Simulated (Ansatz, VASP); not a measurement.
# Ge: VASP beside Ansatz

```
Ge
1.0
     2.98486    0.00000    0.00000
    -1.49243    2.58497    0.00000
     0.00000    0.00000    4.74704
Ge
2
Cartesian
  0.0000 1.7233 1.1868
  1.4924 0.8617 3.5603
```

Alike in both runs: functional PBEsol; k mesh 12 × 12 × 6; occupations gaussian, width 0.1 eV; no spin polarisation.

Ansatz relaxed the structure, and its values are those at the end. VASP's run is a single point on that final structure, the one shown.

|  | VASP | Ansatz |
| --- | --- | --- |
| version | VASP 6.6.1 | Ansatz 0.2.0 |
| potentials or method | VASP PAW PBE potentials, release 64 (Ge_d), cutoff 520 eV | scalar-relativistic, plane waves, PAW |
| valence electrons in the cell | 28 | 28 |

```csv
,VASP,Ansatz,Ansatz less VASP
gap on the k mesh at the Fermi level (eV),none,none,-
pressure (GPa),-0.1,0.0,+0.08
```

VASP's potentials were made for PBE, not for PBEsol. A gap of «none» marks a metal or a gap that the smearing closes.
